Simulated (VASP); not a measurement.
# TiSi (anti NiAs type) (P6_3/mmc) in VASP: relaxation of cell and atoms with PBEsol

Aim: the relaxation of cell and atoms of TiSi (anti NiAs type) with PBEsol.

All numbers are computed with VASP 6.6.1; they aren't measurements. Logs are shortened: lines on timing, memory, paths and dates and some standing lists are left out, and cuts for length are marked.

**1. The cell of the first run**

It takes space group P6_3/mmc (No. 194, hexagonal). The conventional cell has a = 3.371 Å, b = 3.371 Å, c = 5.224 Å, α = 90.00°, β = 90.00°, γ = 120.00°. Si (site symmetry -3m) has 6 Ti at 2.34 Å and 2 Si at 2.61 Å within 3.1 Å. Within 3.1 Å of Ti (site symmetry -6m2) lie 6 Si at 2.34 Å.

**2. Relaxation of cell and atoms, PBEsol, target pressure 40 GPa, at which the enthalpy is minimised**

Input file INCAR:

```
PREC = Accurate
ENCUT = 600
EDIFF = 1E-7
ISMEAR = -1
SIGMA = 0.1
LREAL = F
LASPH = T
NELM = 80
ALGO = Normal
ISIF = 3
LWAVE = F
LCHARG = F
GGA = PS
IBRION = 2
NSW = 60
EDIFFG = -0.005
PSTRESS = 400.0
```

Input file KPOINTS:

```
Automatic mesh
0
Gamma
  11 11 6
```

Input file POSCAR:

```
TiSi
1.0
    3.3705782199      0.0000000000      0.0000000000
   -1.6852891100      2.9190063639      0.0000000000
    0.0000000000      0.0000000000      5.2243962408
Si Ti
2 2
Direct
    0.0000000000      0.0000000000      0.0000000000
    0.0000000000      0.0000000000      0.5000000000
    0.3333333333      0.6666666667      0.2500000000
    0.6666666667      0.3333333333      0.7500000000
```

Potentials or basis: VASP PAW PBE potentials, release 64 (Si, Ti_sv).

The run is started by

```
$ cat potpaw_PBE.64/Si/POTCAR potpaw_PBE.64/Ti_sv/POTCAR > POTCAR
$ mpirun -np 1 vasp_std > vasp.out
```

OUTCAR:

```text
PREC = Accurate
   ENCUT = 600
   EDIFF = 1E-7
   ISMEAR = -1
   LREAL = F
   LASPH = T
   NELM = 80
   ISIF = 3
   GGA = PS
   IBRION = 2
   NSW = 60
   EDIFFG = -0.005
   PSTRESS = 400.0

 ion  position               nearest neighbor table
   1  0.000  0.000  0.000-   3 2.34   4 2.34   4 2.34   3 2.34   4 2.34   3 2.34   2 2.61   2 2.61

   2  0.000  0.000  0.500-   3 2.34   4 2.34   4 2.34   3 2.34   4 2.34   3 2.34   1 2.61   1 2.61

   3  0.333  0.667  0.250-   1 2.34   2 2.34   1 2.34   2 2.34   1 2.34   2 2.34
   4  0.667  0.333  0.750-   1 2.34   2 2.34   1 2.34   2 2.34   1 2.34   2 2.34

  LATTYP: Found a hexagonal cell.
 ALAT       =     3.3705782199
 C/A-ratio  =     1.5500000000

  Lattice vectors:

 A1 = (   3.3705782199,   0.0000000000,   0.0000000000)
 A2 = (  -1.6852891100,   2.9190063639,   0.0000000000)
 A3 = (   0.0000000000,   0.0000000000,   5.2243962408)

Analysis of symmetry for initial positions (statically):
=====================================================================
 Subroutine PRICEL returns:
 Original cell was already a primitive cell.

 Routine SETGRP: Setting up the symmetry group for a
 hexagonal supercell.

 Subroutine GETGRP returns: Found 24 space group operations
 (whereof 12 operations were pure point group operations)
 out of a pool of 24 trial point group operations.

The static configuration has the point symmetry D_3d.
 The point group associated with its full space group is D_6h.

Analysis of symmetry for dynamics (positions and initial velocities):
=====================================================================
 Subroutine PRICEL returns:
 Original cell was already a primitive cell.

 Routine SETGRP: Setting up the symmetry group for a
 hexagonal supercell.

 Subroutine GETGRP returns: Found 24 space group operations
 (whereof 12 operations were pure point group operations)
 out of a pool of 24 trial point group operations.

The dynamic configuration has the point symmetry D_3d.
 The point group associated with its full space group is D_6h.

 Subroutine INISYM returns: Found 24 space group operations
 (whereof 12 operations are pure point group operations),
 and found     1 'primitive' translations

----------------------------------------------------------------------------------------

                                     Primitive cell

  volume of cell :      51.4015

  direct lattice vectors                    reciprocal lattice vectors
     3.370578220  0.000000000  0.000000000     0.296685000  0.171291165  0.000000000
    -1.685289110  2.919006364  0.000000000     0.000000000  0.342582330  0.000000000
     0.000000000  0.000000000  5.224396241     0.000000000  0.000000000  0.191409678

  length of vectors
     3.370578220  3.370578220  5.224396241     0.342582330  0.342582330  0.191409678

  position of ions in fractional coordinates (direct lattice)
     0.000000000  0.000000000  0.000000000
     0.000000000  0.000000000  0.500000000
     0.333333333  0.666666667  0.250000000
     0.666666667  0.333333333  0.750000000

  ion indices of the primitive-cell ions
   primitive index   ion index
                 1           1
                 2           2
                 3           3
                 4           4

----------------------------------------------------------------------------------------

 KPOINTS: Automatic mesh

Automatic generation of k-mesh.
 Grid dimensions read from file:
 generate k-points for:   11   11    6

 Generating k-lattice:

  Cartesian coordinates                     Fractional coordinates (reciprocal lattice)
     0.026971364  0.015571924  0.000000000     0.090909091 -0.000000000  0.000000000
     0.000000000  0.031143848  0.000000000     0.000000000  0.090909091  0.000000000
     0.000000000  0.000000000  0.031901613     0.000000000  0.000000000  0.166666667

  Length of vectors
     0.031143848  0.031143848  0.031901613

  Shift w.r.t. Gamma in fractional coordinates (k-lattice)
     0.000000000  0.000000000  0.000000000

 Subroutine IBZKPT returns following result:
 ===========================================

 Found     64 irreducible k-points:

 Following reciprocal coordinates:
            Coordinates               Weight
  0.000000  0.000000  0.000000      1.000000
  0.090909  0.000000  0.000000      6.000000
  0.181818 -0.000000  0.000000      6.000000
  0.272727  0.000000  0.000000      6.000000
  0.363636 -0.000000  0.000000      6.000000
  0.454545 -0.000000  0.000000      6.000000
[... 16 lines left out ...]
  0.090909  0.090909  0.166667     12.000000
  0.181818  0.090909  0.166667     24.000000
 [... further k-points ...]
   k-points           NKPTS =     64   k-points in BZ     NKDIM =     64   number of bands    NBANDS=     20
   number of dos      NEDOS =    301   number of ions     NIONS =      4
   total plane-waves  NPLWV =  32928
   dimension x,y,z NGX =    28 NGY =   28 NGZ =   42
   dimension x,y,z NGXF=    56 NGYF=   56 NGZF=   84
   ions per type =               2   2
   NGX,Y,Z   is equivalent  to a cutoff of  13.81, 13.81, 13.36 a.u.
   NGXF,Y,Z  is equivalent  to a cutoff of  27.62, 27.62, 26.73 a.u.
 SYSTEM =  unknown system
   PREC   = accura    normal or accurate (medium, high low for compatibility)
   ISTART =      0    job   : 0-new  1-cont  2-samecut
   ICHARG =      2    charge: 1-file 2-atom 10-const
   ISPIN  =      1    spin polarized calculation?
   LNONCOLLINEAR =      F non collinear calculations
   LSORBIT =      F    spin-orbit coupling
   LASPH  =      T    aspherical Exc in radial PAW
   ENCUT  =  600.0 eV  44.10 Ry    6.64 a.u.   6.73  6.73 10.43*2*pi/ulx,y,z
   NELM   =     80;   NELMIN=  2; NELMDL= -5     # of ELM steps
   EDIFF  = 0.1E-06   stopping-criterion for ELM
   LREAL  =      F    real-space projection
   EDIFFG = -.5E-02   stopping-criterion for IOM
   NSW    =     60    number of steps for IOM
   IBRION =      2    ionic relax: 0-MD 1-quasi-New 2-CG
   NFREE  =      1    steps in history (QN), initial steepest desc. (CG)
   ISIF   =      3    stress and relaxation
   ISYM   =      2    0-nonsym 1-usesym 2-fastsym
   POTIM  = 0.5000    time-step for ionic-motion
   TEBEG  =    0.0;   TEEND  =   0.0 temperature during run
   PSTRESS=  400.0 pullay stress
   NELECT =      32.0000    total number of electrons
   NUPDOWN=      -1.0000    fix difference up-down
   EMIN   =  10.00;   EMAX   =-10.00  energy-range for DOS
   EFERMI =   0.00;   METHOD = LEGACY
   ISMEAR =    -1;   SIGMA  =   0.10  broadening in eV -4-tet -1-fermi 0-gaus
   EFERMI_NEDOS =   21; number of points for ismear=-14 and -15
   IALGO  =     38    algorithm
   IMIX   =      4    mixing-type and parameters
     AMIX     =   0.40;   BMIX     =  1.00
     AMIX_MAG =   1.60;   BMIX_MAG =  1.00
  volume/ion in A,a.u.               =      12.85        86.72
  Fermi-wavevector in a.u.,A,eV,Ry     =   1.397868  2.641588 26.586277  1.954036
  Thomas-Fermi vector in A             =   2.521082
   LORBIT       =      0    0 simple, 1 ext, 2 COOP (PROOUT), +10 PAW based schemes
   GGA     = PS    functional components
   LHFCALC =     F    Hartree Fock is set to
   AEXX    =    0.0000 exact exchange contribution
   IVDW    =     0    specifies the selected vdW correction
   LEPSILON=     F    determine dielectric tensor
   LRPA    =     F    only Hartree local field effects (RPA)
 conjugate gradient relaxation of ions
 non-spin polarized calculation
  energy-cutoff  :      600.00
  volume of cell :       51.40
 maximum number of plane-waves:      1737
 NGX is ok and might be reduce to    28
   NGX = 13   NGY = 13   NGZ = 21

--------------------------------------- Ionic step        1  -------------------------------------------

 number of electron      31.9999999 magnetization

 Free energy of the ion-electron system (eV)
  ---------------------------------------------------
  ext. energy  EPLUGINS =         0.00000000
  ---------------------------------------------------
  free energy    TOTEN  =       -28.90985810 eV

  energy without entropy =      -28.86938256  energy(sigma->0) =      -28.88962033

------------------------ aborting loop because EDIFF is reached ----------------------------------------

  FORCE on cell =-STRESS in cart. coord.  units (eV):
  Direction    XX          YY          ZZ          XY          YZ          ZX
  --------------------------------------------------------------------------------------
  -------------------------------------------------------------------------------------
  Total       15.4216064     15.4216064      9.3398439     -0.0000000      0.0000000      0.0000000
  in kB      480.6895006    480.6895006    291.1217424     -0.0000000      0.0000000      0.0000000
  external PRESSURE =      17.5002479 kB  Pullay stress =     400.0000000 kB
[... 99 lines left out ...]
  FREE ENERGIE OF THE ION-ELECTRON SYSTEM (eV)
  ---------------------------------------------------
  free  energy   TOTEN  =       -29.5904943601 eV

  energy  without entropy=      -29.5607952970  energy(sigma->0) =      -29.57564483

  enthalpy is  TOTEN    =       -16.3832705445 eV   P V=       13.2072238156

[... ionic steps 4 to 9 ...]

--------------------------------------- Ionic step       10  -------------------------------------------

 number of electron      32.0000000 magnetization

------------------------ aborting loop because EDIFF is reached ----------------------------------------

  FORCE on cell =-STRESS in cart. coord.  units (eV):
  Direction    XX          YY          ZZ          XY          YZ          ZX
  --------------------------------------------------------------------------------------
  -------------------------------------------------------------------------------------
  Total       12.9985151     12.9985151     13.0145885     -0.0000000     -0.0000000      0.0000000
  in kB      400.5899928    400.5899929    401.0853448     -0.0000000     -0.0000000      0.0000000
  external PRESSURE =       0.7551102 kB  Pullay stress =     400.0000000 kB
[... 65 lines left out ...]
  enthalpy is  TOTEN    =       -16.3978265590 eV   P V=       12.9892244148

--------------------------------------- Ionic step       12  -------------------------------------------

 number of electron      32.0000000 magnetization

 Free energy of the ion-electron system (eV)
  ---------------------------------------------------
  ext. energy  EPLUGINS =         0.00000000
  ---------------------------------------------------
  free energy    TOTEN  =       -29.38059812 eV

  energy without entropy =      -29.35152126  energy(sigma->0) =      -29.36605969

 E-fermi :  10.8541     XC(G=0): -12.2784

 val. band max:       10.7734716643   @ k =   0.1818   0.1818   0.3333
 cond. band min:      10.8620506500   @ k =   0.3636   0.2727   0.1667
 fundamental gap:      0.0885789858
 Fermi energy:        10.8540690090

 k-point     1 :       0.0000    0.0000    0.0000
  band No.  band energies     occupation
      1     -45.1962      2.00000
      2     -45.1409      2.00000
      3     -21.7277      2.00000
      4     -21.6854      2.00000
      5     -21.6854      2.00000
      6     -21.6128      2.00000
[... 12 lines left out ...]
     19      11.3381      0.01569
[... 513 lines left out ...]
      4     -21.7193      2.00000
      5     -21.6714      2.00000
      6     -21.6423      2.00000
[... 12 lines left out ...]
     19      12.7903      0.00000
     20      13.1649      0.00000

 [... further k-points ...]
[... 5 lines left out ...]
  --------------------------------------------------------------------------------------
  -------------------------------------------------------------------------------------
  Total       12.9810063     12.9810063     12.9853177     -0.0000000     -0.0000000      0.0000000
  in kB      399.9460220    399.9460220    400.0788569     -0.0000000     -0.0000000      0.0000000
  external PRESSURE =      -0.0096997 kB  Pullay stress =     400.0000000 kB
[... 19 lines left out ...]
  FREE ENERGIE OF THE ION-ELECTRON SYSTEM (eV)
  ---------------------------------------------------
  free  energy   TOTEN  =       -29.3805981205 eV

  energy  without entropy=      -29.3515212616  energy(sigma->0) =      -29.36605969

  enthalpy is  TOTEN    =       -16.3978398669 eV   P V=       12.9827582535

 reached required accuracy - stopping structural energy minimisation
```

It took 6.2 min on 1 thread of Intel Xeon Platinum 8488C (Sapphire Rapids), shared host; peak memory 0.23 GiB.

Results:

```
Free energy                                                : -29.3806 eV
Relaxed volume                                             : 13.00 Å³/atom
Relaxed cell                                               : a = 3.535 Å, b = 3.535 Å, c = 4.806 Å, α = 90.00°, β = 90.00°, γ = 120.00°
Space group after relaxing (to 0.1 Å)                      : P6_3/mmc (No. 194)
Energy change on relaxing (the run minimises the enthalpy) : -117.7 meV/atom
Ionic steps                                                : 12
Pressure after relaxing                                    : 40.0 GPa
Band gap on the k mesh                                     : zero (bands 16 and 17 overlap by 0.48 eV)
```

Step by step:
```
step  energy change (eV)  largest force (eV/Å)  pressure (GPa)  volume (Å³)
   1              0.0000                0.0000           41.75        51.40
   2             -0.4830                0.0000           37.55        52.36
   3             -0.6806                0.0000           35.37        52.90
   4              0.1327                0.0000           52.14        49.97
   5             -0.4890                0.0000           39.65        52.08
   6             -0.4834                0.0000           39.77        52.05
   7             -0.4792                0.0000           39.86        52.04
   8             -0.4663                0.0000           40.08        51.98
   9             -0.4671                0.0000           40.09        51.99
  10             -0.4673                0.0000           40.08        51.99
  11             -0.4772                0.0000           39.86        52.03
  12             -0.4707                0.0000           40.00        52.00
```

Final structure:
```xyz
4
Lattice="3.5345 0.0000 0.0000 -1.7673 3.0610 0.0000 0.0000 0.0000 4.8065" Properties=species:S:1:pos:R:3 pbc="T T T"
Si    0.0000    0.0000    0.0000
Si    0.0000    0.0000    2.4032
Ti    0.0000    2.0407    1.2016
Ti    1.7673    1.0203    3.6049
```

Caveat: the cell is relaxed towards a set pressure, so the run minimises the enthalpy, not the energy; the PAW data sets were made with another functional, which shifts forces and pressure a little.
